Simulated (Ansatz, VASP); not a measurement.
## Two plane-wave programs on Si6P

```
CELL_PARAMETERS angstrom
5.86591 0.00000 0.00000
0.00000 5.86591 0.00000
0.00000 0.00000 5.86591
ATOMIC_POSITIONS crystal
Si 0.20651 0.50000 0.50000
Si 0.50000 0.50000 0.79349
Si 0.50000 0.50000 0.20651
Si 0.50000 0.20651 0.50000
Si 0.50000 0.79349 0.50000
Si 0.79349 0.50000 0.50000
P 0.00000 0.00000 0.00000
```

Change from the starting cell: species swapped into the GdB6 type (Pm-3m, No. 221).

Alike in both runs: functional PBE; k mesh 8 × 8 × 8; occupations gaussian, width 0.1 eV; no spin polarisation.

Ansatz relaxed the structure, and its values are those at the end. VASP's run is a single point on that final structure, the one shown.

|  | VASP | Ansatz |
| --- | --- | --- |
| version | VASP 6.6.1 | Ansatz 0.2.0 |
| potentials or method | VASP PAW PBE potentials, release 64 (Si, P), cutoff 520 eV | scalar-relativistic, plane waves, PAW |
| valence electrons in the cell | 29 | 29 |

VASP gave:

| Item | Value |
| --- | --- |
| gap on the k mesh at the Fermi level (eV) | none |
| pressure (GPa) | 0.0 |
| rms of the force components (eV/Å) | 0.004 |

**Question.** What did Ansatz give for the same quantities?

**Answer.** gap on the k mesh at the Fermi level (eV): none; pressure (GPa): 0.0; rms of the force components (eV/Å): 0.001.

A gap of «none» marks a metal or a gap that the smearing closes.
